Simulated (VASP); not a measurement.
# K (P6_3/mmc) in VASP: a series of runs

Runs on K. Level: PBEsol. Tasks: single point.

Program: VASP 6.6.1. These are calculated values, not measurements. Logs are shortened: lines on timing, memory, paths and dates and some standing lists are left out, and cuts for length are marked.

**1. The cell of the first run**

Symmetry: P6_3/mmc, No. 194, hexagonal system. Conventional cell: a = 4.655 Å, b = 4.655 Å, c = 15.203 Å, α = 90.00°, β = 90.00°, γ = 120.00°.

**2. Single point, PBEsol**

Contents of INCAR:

```
SYSTEM = K
PREC     = Accurate       ! precision mode
ENCUT    = 520            ! plane-wave cutoff, eV
EDIFF    = 1E-6           ! SCF threshold, eV
ISMEAR   = -1             ! smearing method
SIGMA    = 0.1            ! smearing width, eV
LREAL    = .FALSE.        ! projectors in reciprocal space
LASPH    = .TRUE.         ! aspherical terms in the spheres
NELM     = 80             ! most SCF steps
ALGO     = Normal         ! electronic algorithm
ISIF     = 2              ! what is computed and relaxed
LWAVE    = .FALSE.        ! write WAVECAR
LCHARG   = .FALSE.        ! write CHGCAR
GGA      = PS             ! functional
NBANDS   = 26             ! bands
```

Contents of KPOINTS:

```
regular mesh
0
G
  8 8 2
  0 0 0
```

Contents of POSCAR:

```
K
1.0
    4.6549393048      0.0000000000      0.0000000000
   -2.3274696524      4.0312956910      0.0000000000
    0.0000000000      0.0000000000     15.2030317694
K
4
Direct
    0.0000000000      0.0000000000      0.0000000000
    0.0000000000      0.0000000000      0.5000000000
    0.3333333333      0.6666666667      0.2500000000
    0.6666666667      0.3333333333      0.7500000000
```

Potentials or basis: VASP PAW PBE potentials, release 64 (K_sv).

On the command line:

```console
$ cat potpaw_PBE.64/K_sv/POTCAR > POTCAR
$ mpirun -np 1 vasp_std > vasp.out
```

OUTCAR:

```text
SYSTEM = K
   PREC = Accurate
   ENCUT = 520
   EDIFF = 1E-6
   ISMEAR = -1
   LREAL = .FALSE.
   LASPH = .TRUE.
   NELM = 80
   ISIF = 2
   GGA = PS

 ion  position               nearest neighbor table
   1  0.000  0.000  0.000-
   2  0.000  0.000  0.500-
   3  0.333  0.667  0.250-
   4  0.667  0.333  0.750-

  LATTYP: Found a hexagonal cell.
 ALAT       =     4.6549393048
 C/A-ratio  =     3.2660000000

  Lattice vectors:

 A1 = (   4.6549393048,   0.0000000000,   0.0000000000)
 A2 = (  -2.3274696524,   4.0312956910,   0.0000000000)
 A3 = (   0.0000000000,   0.0000000000,  15.2030317694)

Analysis of symmetry for initial positions (statically):
=====================================================================
 Subroutine PRICEL returns:
 Original cell was already a primitive cell.

 Routine SETGRP: Setting up the symmetry group for a
 hexagonal supercell.

 Subroutine GETGRP returns: Found 24 space group operations
 (whereof 12 operations were pure point group operations)
 out of a pool of 24 trial point group operations.

The static configuration has the point symmetry D_3d.
 The point group associated with its full space group is D_6h.

Analysis of symmetry for dynamics (positions and initial velocities):
=====================================================================
 Subroutine PRICEL returns:
 Original cell was already a primitive cell.

 Routine SETGRP: Setting up the symmetry group for a
 hexagonal supercell.

 Subroutine GETGRP returns: Found 24 space group operations
 (whereof 12 operations were pure point group operations)
 out of a pool of 24 trial point group operations.

The dynamic configuration has the point symmetry D_3d.
 The point group associated with its full space group is D_6h.

 Subroutine INISYM returns: Found 24 space group operations
 (whereof 12 operations are pure point group operations),
 and found     1 'primitive' translations

----------------------------------------------------------------------------------------

                                     Primitive cell

  volume of cell :     285.2915

  direct lattice vectors                    reciprocal lattice vectors
     4.654939305  0.000000000  0.000000000     0.214825572  0.124029602  0.000000000
    -2.327469652  4.031295691  0.000000000     0.000000000  0.248059204  0.000000000
     0.000000000  0.000000000 15.203031769     0.000000000  0.000000000  0.065776354

  length of vectors
     4.654939305  4.654939305 15.203031769     0.248059204  0.248059204  0.065776354

  position of ions in fractional coordinates (direct lattice)
     0.000000000  0.000000000  0.000000000
     0.000000000  0.000000000  0.500000000
     0.333333333  0.666666667  0.250000000
     0.666666667  0.333333333  0.750000000

  ion indices of the primitive-cell ions
   primitive index   ion index
                 1           1
                 2           2
                 3           3
                 4           4

----------------------------------------------------------------------------------------

 KPOINTS: regular mesh

Automatic generation of k-mesh.
 Grid dimensions read from file:
 generate k-points for:    8    8    2

 Generating k-lattice:

  Cartesian coordinates                     Fractional coordinates (reciprocal lattice)
     0.026853197  0.015503700  0.000000000     0.125000000  0.000000000  0.000000000
     0.000000000  0.031007400  0.000000000     0.000000000  0.125000000  0.000000000
     0.000000000  0.000000000  0.032888177     0.000000000  0.000000000  0.500000000

  Length of vectors
     0.031007400  0.031007400  0.032888177

  Shift w.r.t. Gamma in fractional coordinates (k-lattice)
     0.000000000  0.000000000  0.000000000

 Subroutine IBZKPT returns following result:
 ===========================================

 Found     20 irreducible k-points:

 Following reciprocal coordinates:
            Coordinates               Weight
  0.000000  0.000000  0.000000      1.000000
  0.125000 -0.000000  0.000000      6.000000
  0.250000 -0.000000  0.000000      6.000000
  0.375000 -0.000000  0.000000      6.000000
  0.500000 -0.000000  0.000000      3.000000
  0.125000  0.125000  0.000000      6.000000
[... 12 lines left out ...]
  0.250000  0.250000  0.500000      6.000000
  0.375000  0.250000  0.500000      6.000000
   k-points           NKPTS =     20   k-points in BZ     NKDIM =     20   number of bands    NBANDS=     26
   number of dos      NEDOS =    301   number of ions     NIONS =      4
   total plane-waves  NPLWV = 155520
   dimension x,y,z NGX =    36 NGY =   36 NGZ =  120
   dimension x,y,z NGXF=    72 NGYF=   72 NGZF=  240
   ions per type =               4
   NGX,Y,Z   is equivalent  to a cutoff of  12.86, 12.86, 13.12 a.u.
   NGXF,Y,Z  is equivalent  to a cutoff of  25.71, 25.71, 26.24 a.u.
 SYSTEM =  K
   PREC   = accura    normal or accurate (medium, high low for compatibility)
   ISTART =      0    job   : 0-new  1-cont  2-samecut
   ICHARG =      2    charge: 1-file 2-atom 10-const
   ISPIN  =      1    spin polarized calculation?
   LNONCOLLINEAR =      F non collinear calculations
   LSORBIT =      F    spin-orbit coupling
   LASPH  =      T    aspherical Exc in radial PAW
   ENCUT  =  520.0 eV  38.22 Ry    6.18 a.u.   8.66  8.66 28.27*2*pi/ulx,y,z
   NELM   =     80;   NELMIN=  2; NELMDL= -5     # of ELM steps
   EDIFF  = 0.1E-05   stopping-criterion for ELM
   LREAL  =      F    real-space projection
   EDIFFG = 0.1E-04   stopping-criterion for IOM
   NSW    =      0    number of steps for IOM
   IBRION =     -1    ionic relax: 0-MD 1-quasi-New 2-CG
   NFREE  =      0    steps in history (QN), initial steepest desc. (CG)
   ISIF   =      2    stress and relaxation
   ISYM   =      2    0-nonsym 1-usesym 2-fastsym
   POTIM  = 0.5000    time-step for ionic-motion
   TEBEG  =    0.0;   TEEND  =   0.0 temperature during run
   PSTRESS=    0.0 pullay stress
   NELECT =      36.0000    total number of electrons
   NUPDOWN=      -1.0000    fix difference up-down
   EMIN   =  10.00;   EMAX   =-10.00  energy-range for DOS
   EFERMI =   0.00;   METHOD = LEGACY
   ISMEAR =    -1;   SIGMA  =   0.10  broadening in eV -4-tet -1-fermi 0-gaus
   EFERMI_NEDOS =   21; number of points for ismear=-14 and -15
   IALGO  =     38    algorithm
   IMIX   =      4    mixing-type and parameters
     AMIX     =   0.40;   BMIX     =  1.00
     AMIX_MAG =   1.60;   BMIX_MAG =  1.00
  volume/ion in A,a.u.               =      71.32       481.31
  Fermi-wavevector in a.u.,A,eV,Ry     =   0.821131  1.551714  9.173822  0.674257
  Thomas-Fermi vector in A             =   1.932236
   LORBIT       =      0    0 simple, 1 ext, 2 COOP (PROOUT), +10 PAW based schemes
   GGA     = PS    functional components
   LHFCALC =     F    Hartree Fock is set to
   AEXX    =    0.0000 exact exchange contribution
   IVDW    =     0    specifies the selected vdW correction
   LEPSILON=     F    determine dielectric tensor
   LRPA    =     F    only Hartree local field effects (RPA)
 non-spin polarized calculation
  energy-cutoff  :      520.00
  volume of cell :      285.29
 maximum number of plane-waves:      7711
 NGX is ok and might be reduce to    36
   NGX = 17   NGY = 17   NGZ = 57

 number of electron      35.9999999 magnetization

 Free energy of the ion-electron system (eV)
  ---------------------------------------------------
  ext. energy  EPLUGINS =         0.00000000
  ---------------------------------------------------
  free energy    TOTEN  =        -4.58883329 eV

  energy without entropy =       -4.49073444  energy(sigma->0) =       -4.53978386

 E-fermi :  -0.1291     XC(G=0):  -5.7730

 val. band max:       -0.1596024953   @ k =   0.2500  -0.0000   0.5000
 cond. band min:       0.0499865299   @ k =   0.5000  -0.0000   0.0000
 fundamental gap:      0.2095890253
 Fermi energy:        -0.1291160846

 k-point     1 :       0.0000    0.0000    0.0000
  band No.  band energies     occupation
      1     -32.0693      2.00000
      2     -32.0673      2.00000
      3     -32.0669      2.00000
      4     -32.0649      2.00000
      5     -15.6534      2.00000
      6     -15.6163      2.00000
[... 18 lines left out ...]
     25       3.9825      0.00000
     26       4.0431      0.00000

 k-point     2 :       0.1250   -0.0000    0.0000
  band No.  band energies     occupation
      1     -32.0687      2.00000
      2     -32.0668      2.00000
      3     -32.0664      2.00000
      4     -32.0646      2.00000
      5     -15.6496      2.00000
      6     -15.6176      2.00000
[... 18 lines left out ...]
     25       3.5836      0.00000
     26       3.5985      0.00000

 k-point     3 :       0.2500   -0.0000    0.0000
  band No.  band energies     occupation
      1     -32.0673      2.00000
      2     -32.0658      2.00000
      3     -32.0654      2.00000
      4     -32.0640      2.00000
      5     -15.6401      2.00000
      6     -15.6271      2.00000
[... 18 lines left out ...]
     25       2.8731      0.00000
     26       2.8885      0.00000

 k-point     4 :       0.3750   -0.0000    0.0000
  band No.  band energies     occupation
      1     -32.0657      2.00000
      2     -32.0648      2.00000
      3     -32.0644      2.00000
      4     -32.0635      2.00000
      5     -15.6446      2.00000
      6     -15.6440      2.00000
[... 18 lines left out ...]
     25       2.5653      0.00000
     26       2.5730      0.00000
[... 380 lines left out ...]
      1     -32.0647      2.00000
      2     -32.0647      2.00000
      3     -32.0636      2.00000
      4     -32.0636      2.00000
      5     -15.6446      2.00000
      6     -15.6446      2.00000
[... 18 lines left out ...]
     25       2.2429      0.00000
     26       2.2429      0.00000

 k-point    19 :       0.2500    0.2500    0.5000
  band No.  band energies     occupation
      1     -32.0647      2.00000
      2     -32.0647      2.00000
      3     -32.0636      2.00000
      4     -32.0636      2.00000
      5     -15.6373      2.00000
      6     -15.6373      2.00000
[... 18 lines left out ...]
     25       2.3589      0.00000
     26       2.3589      0.00000

 k-point    20 :       0.3750    0.2500    0.5000
  band No.  band energies     occupation
      1     -32.0641      2.00000
      2     -32.0641      2.00000
      3     -32.0635      2.00000
      4     -32.0635      2.00000
      5     -15.6393      2.00000
      6     -15.6393      2.00000
[... 18 lines left out ...]
     25       1.8145      0.00000
     26       1.8145      0.00000

------------------------ aborting loop because EDIFF is reached ----------------------------------------

  FORCE on cell =-STRESS in cart. coord.  units (eV):
  Direction    XX          YY          ZZ          XY          YZ          ZX
  --------------------------------------------------------------------------------------
  -------------------------------------------------------------------------------------
  Total       -0.0118056     -0.0118056     -0.0272425      0.0000000      0.0000000      0.0000000
  in kB       -0.0662995     -0.0662995     -0.1529920      0.0000000      0.0000000      0.0000000
  external PRESSURE =      -0.0951970 kB  Pullay stress =       0.0000000 kB

 VOLUME and BASIS-vectors are now :
 -----------------------------------------------------------------------------
  energy-cutoff  :      520.00
  volume of cell :      285.29
      direct lattice vectors                 reciprocal lattice vectors
     4.654939305  0.000000000  0.000000000     0.214825572  0.124029602  0.000000000
    -2.327469652  4.031295691  0.000000000     0.000000000  0.248059204  0.000000000
     0.000000000  0.000000000 15.203031769     0.000000000  0.000000000  0.065776354

 POSITION                                       TOTAL-FORCE (eV/Angst)
 -----------------------------------------------------------------------------------
      0.00000      0.00000      0.00000         0.000000      0.000000      0.000000
      0.00000      0.00000      7.60152         0.000000      0.000000      0.000000
     -0.00000      2.68753      3.80076         0.000000      0.000000     -0.000000
      2.32747      1.34377     11.40227        -0.000000     -0.000000     -0.000000
 -----------------------------------------------------------------------------------
    total drift:                               -0.000000      0.000000      0.000000

  FREE ENERGIE OF THE ION-ELECTRON SYSTEM (eV)
  ---------------------------------------------------
  free  energy   TOTEN  =        -4.5888332886 eV

  energy  without entropy=       -4.4907344388  energy(sigma->0) =       -4.53978386
```

It took 53 s on 1 thread of Intel Xeon 6975P-C (Granite Rapids), shared host; peak memory 0.42 GiB.

What came out:

```yaml
Free_energy: -4.5888 eV
Pressure: 0.0 GPa
Band_gap_on_the_k_mesh: zero (band 18 reaches 0.60 eV, above the bottom of band 19 at -1.57 eV)
```

Caveat: the PAW data sets were made with another functional, which shifts forces and pressure a little.

**3. Single point, PBEsol (volume scaled by 0.88)**

Contents of INCAR:

```
PREC     = Accurate       # precision mode
ENCUT    = 520            # plane-wave cutoff, eV
EDIFF    = 1E-6           # SCF threshold, eV
ISMEAR   = -1             # smearing method
SIGMA    = 0.1            # smearing width, eV
LREAL    = False          # projectors in reciprocal space
LASPH    = True           # aspherical terms in the spheres
NELM     = 80             # most SCF steps
ALGO     = Normal         # electronic algorithm
ISIF     = 2              # what is computed and relaxed
LWAVE    = False          # write WAVECAR
LCHARG   = False          # write CHGCAR
GGA      = PS             # functional
NBANDS   = 26             # bands
```

Contents of KPOINTS:

```
regular mesh
0
Gamma
  9 9 3
```

Contents of POSCAR:

```
K
1.0
    4.4607537237      0.0000000000      0.0000000000
   -2.2303768618      3.8631260447      0.0000000000
    0.0000000000      0.0000000000     14.5688216615
K
4
Direct
    0.0000000000      0.0000000000      0.0000000000
    0.0000000000      0.0000000000      0.5000000000
    0.3333333333      0.6666666667      0.2500000000
    0.6666666667      0.3333333333      0.7500000000
```

Potentials or basis: VASP PAW PBE potentials, release 64 (K_sv).

On the command line:

```console
$ cat potpaw_PBE.64/K_sv/POTCAR > POTCAR
$ mpirun -np 1 vasp_std > vasp.out
```

It took 67 s on 1 thread of Intel Xeon 6975P-C (Granite Rapids), shared host; peak memory 0.41 GiB.

The run converged. Its results:

| Quantity | Value |
| --- | --- |
| Free energy | -4.5266 eV |
| Pressure | 0.6 GPa |
| Band gap on the k mesh | zero (band 18 reaches 1.09 eV, above the bottom of band 19 at -1.38 eV) |

Levels at points of the mesh, in eV from the Fermi level:
```tsv
k point	band 14	band 15	band 16	band 17	band 18	band 19	band 20	band 21	band 22	band 23
(0.00, 0.00, 0.00)	-15.41	-15.41	-15.41	-2.40	-1.60	-1.60	0.30	0.61	2.83	2.84
```

Caveat: the PAW data sets were made with another functional, which shifts forces and pressure a little.
